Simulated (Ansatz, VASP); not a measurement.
Two plane-wave programs on Hf

```xyz
1
Lattice="-1.8209 1.8209 1.8209 1.8209 -1.8209 1.8209 1.8209 1.8209 -1.8209" Properties=species:S:1:pos:R:3 pbc="T T T"
Hf    0.0000    0.0000    0.0000
```

Alike in both runs: task single point; functional PBE; k mesh 9 × 9 × 9; occupations fermi-dirac, width 0.1 eV; no spin polarisation.

|  | VASP | Ansatz |
| --- | --- | --- |
| version | VASP 6.6.1 | Ansatz 0.2.0 |
| potentials or method | VASP PAW PBE potentials, release 64 (Hf_pv), cutoff 520 eV | plane waves, PAW |
| valence electrons in the cell | 10 | 26 |

|  | VASP | Ansatz | Ansatz less VASP |
| --- | --- | --- | --- |
| pressure (GPa) | -7.0 | -6.6 | +0.36 |

VASP's potentials hold 10 valence electrons a cell and Ansatz's 26, so a difference there can come from the potentials and not from the codes.

Spin-orbit coupling is off throughout.
